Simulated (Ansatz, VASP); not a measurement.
**HRh8 in VASP and in Ansatz**

```
CELL_PARAMETERS angstrom
5.36502 0.00000 0.00000
0.00000 3.79364 0.00000
0.00000 0.00000 21.24008
ATOMIC_POSITIONS crystal
Rh 0.25000 0.50000 0.18832
Rh 0.75000 0.50000 0.18832
Rh 0.00000 0.00000 0.25147
Rh 0.50000 0.00000 0.25147
Rh 0.25000 0.50000 0.31535
Rh 0.75000 0.50000 0.31535
Rh 0.00000 0.00000 0.37383
Rh 0.50000 0.00000 0.37383
H 0.00000 0.50000 0.49153
```

Alike in both runs: task single point; functional PBE; dispersion D3(BJ); k mesh 5 × 7 × 1; occupations gaussian, width 0.1 eV; no spin polarisation.

|  | VASP | Ansatz |
| --- | --- | --- |
| version | VASP 6.6.1 | Ansatz 0.2.0 |
| potentials or method | VASP PAW PBE potentials, release 64 (Rh_pv, H), cutoff 520 eV | scalar-relativistic, plane waves, PAW |
| valence electrons in the cell | 121 | 137 |

|  | VASP | Ansatz | Ansatz less VASP |
| --- | --- | --- | --- |
| gap on the k mesh at the Fermi level (eV) | none | none | - |
| rms of the force components (eV/Å) | 0.400 | 0.399 | -0.0011 |

Atom by atom the forces differ by 0.002 eV/Å (rms over components). A gap of «none» marks a metal or a gap that the smearing closes. VASP's potentials hold 121 valence electrons a cell and Ansatz's 137, so a difference there can come from the potentials and not from the codes.
